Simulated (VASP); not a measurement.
K, 1 atom in the cell. The structure is cubic, space group Im-3m (No. 229). Conventional cell: a = 5.225 Å, b = 5.225 Å, c = 5.225 Å, α = 90.00°, β = 90.00°, γ = 90.00°. 

- Program: VASP 6.6.1
- Task: relaxation of volume and atoms at fixed shape
- Functional: PBEsol
- Potentials or basis: VASP PAW PBE potentials, release 64 (K_sv)
- Cutoff: 500 eV
- k mesh: 6 × 6 × 6
- Occupations: fermi-dirac, width 0.02 eV
- Spin: no spin polarisation
- Dipole correction: no
- Further INCAR settings: ALGO = Normal; EDIFF = 1e-07; IBRION = 2; EDIFFG = -0.02; NSW = 80; ISIF = 8

Potentials or basis: VASP PAW PBE potentials, release 64 (K_sv).

Run with:

```bash
$ cat potpaw_PBE.64/K_sv/POTCAR > POTCAR
$ mpirun -np 1 vasp_std > vasp.out
```

Hardware: 1 thread of Intel(R) Xeon(R) Platinum 8488C (Sapphire Rapids), on a shared host.

Estimate the wall time of this run.

Run time: 17 s on 1 thread of Intel(R) Xeon(R) Platinum 8488C (Sapphire Rapids), on a shared host, peak memory 0.19 GiB. Counts: scf iterations 13, k points 16, ion steps 1.
